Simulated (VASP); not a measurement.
# HgTe (I-4m2) in VASP: notebook

The runs below take HgTe through single point, with PBEsol-based screened hybrid with 25 % exact exchange, PBE-based screened hybrid with 25 % exact exchange.

Program: VASP 6.6.1. These are calculated values, not measurements. Logs are shortened: lines on timing, memory, paths and dates and some standing lists are left out, and cuts for length are marked.

**1. The cell of the first run**

Symmetry: I-4m2, No. 119, tetragonal system. The conventional cell has a = 6.091 Å, b = 6.091 Å, c = 3.119 Å, α = 90.00°, β = 90.00°, γ = 90.00°. Within 4.1 Å of Hg (site symmetry -4m2) lie 2 Hg at 3.12 Å and 8 Te at 3.14 to 3.84 Å. Within 4.1 Å of Te (site symmetry -4m2) lie 2 Te at 3.12 Å and 8 Hg at 3.14 to 3.84 Å.

**2. Single point, PBEsol-based screened hybrid with 25 % exact exchange**

Input file POSCAR:

```
HgTe
1.0
   -3.0456030000      3.0456030000      1.5594100000
    3.0456030000     -3.0456030000      1.5594100000
    3.0456030000      3.0456030000     -1.5594100000
Hg Te
1 1
Direct
    0.7500000000      0.2500000000      0.5000000000
    0.0000000000      0.0000000000      0.0000000000
```

Input file INCAR.step1:

```
SYSTEM = HgTe
PREC = Accurate
ENCUT = 520
EDIFF = 1E-5
ISMEAR = -1
SIGMA = 0.05
LREAL = .FALSE.
LASPH = .TRUE.
NELM = 80
ALGO = Normal
ISIF = 2
LWAVE = .TRUE.
LCHARG = .FALSE.
GGA = PE
NBANDS = 16
```

Input file INCAR.step2:

```
SYSTEM = HgTe
PREC = Accurate
ENCUT = 520
EDIFF = 1E-6
ISMEAR = -1
SIGMA = 0.05
LREAL = .FALSE.
LASPH = .TRUE.
NELM = 80
ALGO = Normal
ISIF = 2
LWAVE = .FALSE.
LCHARG = .FALSE.
GGA = PS
LHFCALC = .TRUE.
AEXX = 0.25
HFSCREEN = 0.207
PRECFOCK = Normal
ISTART = 1
NBANDS = 16
```

Input file KPOINTS:

```
Automatic mesh
0
G
  5 5 5
  0 0 0
```

Potentials or basis: VASP PAW PBE potentials, release 64 (Hg, Te).

Command:

```
$ cat potpaw_PBE.64/Hg/POTCAR potpaw_PBE.64/Te/POTCAR > POTCAR
$ cp INCAR.step1 INCAR
$ mpirun -np 1 vasp_std > vasp.out
$ cp INCAR.step2 INCAR
$ mpirun -np 1 vasp_std > vasp.out
```

OUTCAR:

```text
SYSTEM = HgTe
   PREC = Accurate
   ENCUT = 520
   EDIFF = 1E-6
   ISMEAR = -1
   LREAL = .FALSE.
   LASPH = .TRUE.
   NELM = 80
   ISIF = 2
   GGA = PS
   LHFCALC = .TRUE.
   AEXX = 0.25
   HFSCREEN = 0.207
   PRECFOCK = Normal
   ISTART = 1

 ion  position               nearest neighbor table
   1  0.750  0.250  0.500-   2 3.14   2 3.14   2 3.14   2 3.14
   2  0.000  0.000  0.000-   1 3.14   1 3.14   1 3.14   1 3.14

  LATTYP: Found a body centered tetragonal cell.
 ALAT       =     6.0912060000
 C/A-ratio  =     0.5120201156

  Lattice vectors:

 A1 = (  -3.0456030000,   3.0456030000,   1.5594100000)
 A2 = (   3.0456030000,  -3.0456030000,   1.5594100000)
 A3 = (   3.0456030000,   3.0456030000,  -1.5594100000)

Analysis of symmetry for initial positions (statically):
=====================================================================
 Subroutine PRICEL returns:
 Original cell was already a primitive cell.

 Routine SETGRP: Setting up the symmetry group for a
 body centered tetragonal supercell.

 Subroutine GETGRP returns: Found  8 space group operations
 (whereof  8 operations were pure point group operations)
 out of a pool of 16 trial point group operations.

The static configuration has the point symmetry D_2d.

Analysis of symmetry for dynamics (positions and initial velocities):
=====================================================================
 Subroutine PRICEL returns:
 Original cell was already a primitive cell.

 Routine SETGRP: Setting up the symmetry group for a
 body centered tetragonal supercell.

 Subroutine GETGRP returns: Found  8 space group operations
 (whereof  8 operations were pure point group operations)
 out of a pool of 16 trial point group operations.

The dynamic configuration has the point symmetry D_2d.

 Subroutine INISYM returns: Found  8 space group operations
 (whereof  8 operations are pure point group operations),
 and found     1 'primitive' translations

----------------------------------------------------------------------------------------

                                     Primitive cell

  volume of cell :      57.8585

  direct lattice vectors                    reciprocal lattice vectors
    -3.045603000  3.045603000  1.559410000     0.000000000  0.164171102  0.320634086
     3.045603000 -3.045603000  1.559410000     0.164171102  0.000000000  0.320634086
     3.045603000  3.045603000 -1.559410000     0.164171102  0.164171102  0.000000000

  length of vectors
     4.580737366  4.580737366  4.580737366     0.360219888  0.360219888  0.232172999

  position of ions in fractional coordinates (direct lattice)
     0.750000000  0.250000000  0.500000000
     0.000000000  0.000000000  0.000000000

  ion indices of the primitive-cell ions
   primitive index   ion index
                 1           1
                 2           2

----------------------------------------------------------------------------------------

 KPOINTS: Automatic mesh

Automatic generation of k-mesh.
 Grid dimensions read from file:
 generate k-points for:    5    5    5

 Generating k-lattice:

  Cartesian coordinates                     Fractional coordinates (reciprocal lattice)
     0.000000000  0.032834220  0.064126817     0.200000000 -0.000000000  0.000000000
     0.032834220  0.000000000  0.064126817    -0.000000000  0.200000000  0.000000000
     0.032834220  0.032834220  0.000000000     0.000000000  0.000000000  0.200000000

  Length of vectors
     0.072043978  0.072043978  0.046434600

  Shift w.r.t. Gamma in fractional coordinates (k-lattice)
     0.000000000  0.000000000  0.000000000

 Subroutine IBZKPT returns following result:
 ===========================================

 Found     18 irreducible k-points:

 Following reciprocal coordinates:
            Coordinates               Weight
  0.000000  0.000000  0.000000      1.000000
  0.200000  0.000000  0.000000      8.000000
  0.400000  0.000000  0.000000      8.000000
  0.200000  0.200000  0.000000      8.000000
  0.400000  0.200000  0.000000     16.000000
 -0.400000  0.200000  0.000000     16.000000
[... 10 lines left out ...]
 -0.400000  0.400000  0.400000      4.000000
 -0.400000 -0.400000  0.400000      2.000000
   k-points           NKPTS =     18   k-points in BZ     NKDIM =    125   number of bands    NBANDS=     16
   number of dos      NEDOS =    301   number of ions     NIONS =      2
   total plane-waves  NPLWV =  46656
   dimension x,y,z NGX =    36 NGY =   36 NGZ =   36
   dimension x,y,z NGXF=    72 NGYF=   72 NGZF=   72
   ions per type =               1   1
   NGX,Y,Z   is equivalent  to a cutoff of  13.07, 13.07, 13.07 a.u.
   NGXF,Y,Z  is equivalent  to a cutoff of  26.13, 26.13, 26.13 a.u.
 SYSTEM =  HgTe
   PREC   = accura    normal or accurate (medium, high low for compatibility)
   ISTART =      1    job   : 0-new  1-cont  2-samecut
   ICHARG =      0    charge: 1-file 2-atom 10-const
   ISPIN  =      1    spin polarized calculation?
   LNONCOLLINEAR =      F non collinear calculations
   LSORBIT =      F    spin-orbit coupling
   LASPH  =      T    aspherical Exc in radial PAW
   ENCUT  =  520.0 eV  38.22 Ry    6.18 a.u.   8.52  8.52  8.52*2*pi/ulx,y,z
   NELM   =     80;   NELMIN=  2; NELMDL=  0     # of ELM steps
   EDIFF  = 0.1E-05   stopping-criterion for ELM
   LREAL  =      F    real-space projection
   EDIFFG = 0.1E-04   stopping-criterion for IOM
   NSW    =      0    number of steps for IOM
   IBRION =     -1    ionic relax: 0-MD 1-quasi-New 2-CG
   NFREE  =      0    steps in history (QN), initial steepest desc. (CG)
   ISIF   =      2    stress and relaxation
   ISYM   =      3    0-nonsym 1-usesym 2-fastsym
   POTIM  = 0.5000    time-step for ionic-motion
   TEBEG  =    0.0;   TEEND  =   0.0 temperature during run
   PSTRESS=    0.0 pullay stress
   NELECT =      18.0000    total number of electrons
   NUPDOWN=      -1.0000    fix difference up-down
   EMIN   =  10.00;   EMAX   =-10.00  energy-range for DOS
   EFERMI =   0.00;   METHOD = LEGACY
   ISMEAR =    -1;   SIGMA  =   0.05  broadening in eV -4-tet -1-fermi 0-gaus
   EFERMI_NEDOS =   21; number of points for ismear=-14 and -15
   IALGO  =     38    algorithm
   IMIX   =      1    mixing-type and parameters
     AMIX     =   0.40;   BMIX     =  1.00
     AMIX_MAG =   1.60;   BMIX_MAG =  1.00
  volume/ion in A,a.u.               =      28.93       195.22
  Fermi-wavevector in a.u.,A,eV,Ry     =   1.109286  2.096246 16.742166  1.230515
  Thomas-Fermi vector in A             =   2.245823
   LORBIT       =      0    0 simple, 1 ext, 2 COOP (PROOUT), +10 PAW based schemes
   GGA     = PS    functional components
   LHFCALC =     T    Hartree Fock is set to
   PRECFOCK=normal    Normal, Fast or Accurate (Low or Medium for compatibility)
   ENCUT4O =  -1.0   cutoff for four orbital integrals eV
   NKREDX  =     1    reduce k-point grid by
   NKREDY  =     1    reduce k-point grid by
   NKREDZ  =     1    reduce k-point grid by
   AEXX    =    0.2500 exact exchange contribution
   HFSCREEN=    0.2070 screening length (either q_TF or 0.3 A-1)
   HFSCREENC=   0.2070 screening length for correlation (either q_TF or 0.3 A-1)
   ENCUTFOCK=  -1.0 apply spherical cutoff to Coloumb kernel
   IVDW    =     0    specifies the selected vdW correction
   LEPSILON=     F    determine dielectric tensor
   LRPA    =     F    only Hartree local field effects (RPA)
 non-spin polarized calculation
  energy-cutoff  :      520.00
  volume of cell :       57.86
 maximum number of plane-waves:      1571
 NGX is ok and might be reduce to    36
  NGX = 28; NGY = 28; NGZ = 28

 number of electron      18.0000002 magnetization

 Free energy of the ion-electron system (eV)
  ---------------------------------------------------
  ext. energy  EPLUGINS =         0.00000000
  ---------------------------------------------------
  free energy    TOTEN  =        -4.53449270 eV

  energy without entropy =       -4.52119752  energy(sigma->0) =       -4.52784511

 E-fermi :   3.9037     XC(G=0):  -8.2732

 val. band max:        3.8313571168   @ k =  -0.4000  -0.4000   0.2000
 cond. band min:       3.9300982644   @ k =  -0.4000   0.2000   0.0000
 fundamental gap:      0.0987411476
 Fermi energy:         3.9036562272

 k-point     1 :       0.0000    0.0000    0.0000
  band No.  band energies     occupation
      1      -9.7375      2.00000
      2      -4.6348      2.00000
      3      -3.8968      2.00000
      4      -3.8358      2.00000
      5      -3.3970      2.00000
      6      -3.3970      2.00000
[... 8 lines left out ...]
     15      14.9307      0.00000
     16      15.9313      0.00000

 k-point     2 :       0.2000    0.0000    0.0000
  band No.  band energies     occupation
      1      -9.0533      2.00000
      2      -4.0719      2.00000
      3      -3.8715      2.00000
      4      -3.8340      2.00000
      5      -3.6736      2.00000
      6      -3.6633      2.00000
[... 8 lines left out ...]
     15      14.1169      0.00000
     16      14.2610      0.00000

 k-point     3 :       0.4000    0.0000    0.0000
  band No.  band energies     occupation
      1      -7.4325      2.00000
      2      -4.1430      2.00000
      3      -4.0236      2.00000
      4      -3.8263      2.00000
      5      -3.6434      2.00000
      6      -3.2714      2.00000
[... 8 lines left out ...]
     15      13.0330      0.00000
     16      16.3934      0.00000

 k-point     4 :       0.2000    0.2000    0.0000
  band No.  band energies     occupation
      1      -7.5138      2.00000
      2      -4.1531      2.00000
      3      -4.0696      2.00000
      4      -3.8269      2.00000
      5      -3.6644      2.00000
      6      -3.1832      2.00000
[... 8 lines left out ...]
     15      13.6922      0.00000
     16      14.0165      0.00000
[... 210 lines left out ...]
 k-point    16 :      -0.2000   -0.2000    0.2000
  band No.  band energies     occupation
      1      -7.6299      2.00000
      2      -4.1172      2.00000
      3      -4.1172      2.00000
      4      -3.8642      2.00000
      5      -3.6852      2.00000
      6      -3.0898      2.00000
[... 8 lines left out ...]
     15      15.8100      0.00000
     16      15.8100      0.00000

 k-point    17 :      -0.4000    0.4000    0.4000
  band No.  band energies     occupation
      1      -9.0842      2.00000
      2      -4.6673      2.00000
      3      -3.6612      2.00000
      4      -3.5844      2.00000
      5      -3.3673      2.00000
      6      -3.3414      2.00000
[... 8 lines left out ...]
     15      17.3080      0.00000
     16      18.2953      0.00000

 k-point    18 :      -0.4000   -0.4000    0.4000
  band No.  band energies     occupation
      1      -8.5099      2.00000
      2      -4.1357      2.00000
      3      -3.7232      2.00000
      4      -3.7232      2.00000
      5      -3.5958      2.00000
      6      -3.2739      2.00000
[... 8 lines left out ...]
     15      16.3361      0.00000
     16      16.6223      0.00000

------------------------ aborting loop because EDIFF is reached ----------------------------------------

  FORCE on cell =-STRESS in cart. coord.  units (eV):
  Direction    XX          YY          ZZ          XY          YZ          ZX
  --------------------------------------------------------------------------------------
  -------------------------------------------------------------------------------------
  Total       -1.9293628     -1.9293628     -0.1543842      0.0000000      0.0000000      0.0000000
  in kB      -53.4266061    -53.4266061     -4.2751014      0.0000000      0.0000000      0.0000000
  external PRESSURE =     -37.0427712 kB  Pullay stress =       0.0000000 kB

 VOLUME and BASIS-vectors are now :
 -----------------------------------------------------------------------------
  energy-cutoff  :      520.00
  volume of cell :       57.86
      direct lattice vectors                 reciprocal lattice vectors
    -3.045603000  3.045603000  1.559410000     0.000000000  0.164171102  0.320634086
     3.045603000 -3.045603000  1.559410000     0.164171102  0.000000000  0.320634086
     3.045603000  3.045603000 -1.559410000     0.164171102  0.164171102  0.000000000

 POSITION                                       TOTAL-FORCE (eV/Angst)
 -----------------------------------------------------------------------------------
      0.00000      3.04560      0.77970         0.000000     -0.000000      0.000000
      0.00000      0.00000      0.00000        -0.000000      0.000000      0.000000
 -----------------------------------------------------------------------------------
    total drift:                               -0.000000      0.000000     -0.000000

  FREE ENERGIE OF THE ION-ELECTRON SYSTEM (eV)
  ---------------------------------------------------
  free  energy   TOTEN  =        -4.5344926987 eV

  energy  without entropy=       -4.5211975172  energy(sigma->0) =       -4.52784511
```

Run time: 61 min. Hardware: 1 thread of Intel Xeon Platinum 8259CL at 2.50GHz (Skylake/Cascade Lake), shared host; peak memory 0.33 GiB.

Results:

| Quantity | Value |
| --- | --- |
| Free energy | -4.5345 eV |
| Pressure | -3.7 GPa |
| Band gap on the k mesh | zero (bands 9 and 10 overlap by 1.83 eV) |

Stress tensor (GPa, compression positive):
```
-5.34  0.00  0.00
 0.00 -5.34  0.00
 0.00  0.00 -0.43
```

Levels at points of the mesh, in eV from the Fermi level:
```csv
k point,band 6,band 7,band 8,band 9,band 10,band 11,band 12,band 13
"(0.00, 0.00, 0.00)",-7.30,-3.46,-2.65,-2.65,4.22,5.21,7.87,7.87
```

Caveat: the k points lie up to 0.45 Å⁻¹ apart, too coarse for converged energies and pressures of a metal; the PAW data sets were made with another functional, which shifts forces and pressure a little; spin-orbit coupling is left out, which moves the levels of the heavy elements.

**3. Single point, PBE-based screened hybrid with 25 % exact exchange**

POSCAR is that of step 2.

Input file INCAR.step1:

```
PREC     = Accurate       # precision mode
ENCUT    = 520            # plane-wave cutoff, eV
EDIFF    = 1E-5           # SCF threshold, eV
ISMEAR   = -1             # smearing method
SIGMA    = 0.05           # smearing width, eV
LREAL    = F              # projectors in reciprocal space
LASPH    = T              # aspherical terms in the spheres
NELM     = 100            # most SCF steps
ALGO     = Normal         # electronic algorithm
ISIF     = 2              # what is computed and relaxed
LWAVE    = T              # write WAVECAR
LCHARG   = F              # write CHGCAR
GGA      = PE             # functional
NBANDS   = 16             # bands
```

Input file INCAR.step2:

```
PREC     = Accurate       # precision mode
ENCUT    = 520            # plane-wave cutoff, eV
EDIFF    = 1E-6           # SCF threshold, eV
ISMEAR   = -1             # smearing method
SIGMA    = 0.05           # smearing width, eV
LREAL    = F              # projectors in reciprocal space
LASPH    = T              # aspherical terms in the spheres
NELM     = 100            # most SCF steps
ALGO     = Normal         # electronic algorithm
ISIF     = 2              # what is computed and relaxed
LWAVE    = F              # write WAVECAR
LCHARG   = F              # write CHGCAR
GGA      = PE             # functional
LHFCALC  = T              # exact exchange
AEXX     = 0.25           # exact-exchange fraction
HFSCREEN = 0.6            # screening, 1/A
PRECFOCK = Normal       
ISTART   = 1            
NBANDS   = 16             # bands
```

Input file KPOINTS:

```
Automatic mesh
0
Gamma
  5 5 5
```

Potentials or basis: VASP PAW PBE potentials, release 64 (Hg, Te).

Command:

```
$ cat potpaw_PBE.64/Hg/POTCAR potpaw_PBE.64/Te/POTCAR > POTCAR
$ cp INCAR.step1 INCAR
$ mpirun -np 1 vasp_std > vasp.out
$ cp INCAR.step2 INCAR
$ mpirun -np 1 vasp_std > vasp.out
```

Wall time 69 min (1 thread of Intel Xeon Platinum 8375C at 2.90GHz (Ice Lake), shared host); peak memory 0.33 GiB.

The run converged. Its results:

* Free energy: -3.4922 eV
* Pressure: -0.5 GPa
* Band gap on the k mesh: zero (bands 9 and 10 overlap by 1.73 eV)

Stress tensor (GPa, compression positive):
```
-2.20  0.00  0.00
 0.00 -2.20  0.00
 0.00  0.00  2.80
```

Levels at points of the mesh, in eV from the Fermi level:
| k point | band 7 | band 8 | band 9 | band 10 | band 11 | band 12 |
| --- | --- | --- | --- | --- | --- | --- |
| (0.00, 0.00, 0.00) | -3.24 | -2.35 | -2.35 | 3.87 | 4.97 | 7.48 |

Caveat: the k points lie up to 0.45 Å⁻¹ apart, too coarse for converged energies and pressures of a metal; the PAW data sets were made with another functional, which shifts forces and pressure a little; spin-orbit coupling is left out, which moves the levels of the heavy elements.

The gap in the log of VASP goes by the Fermi energy; the results here count the filled bands.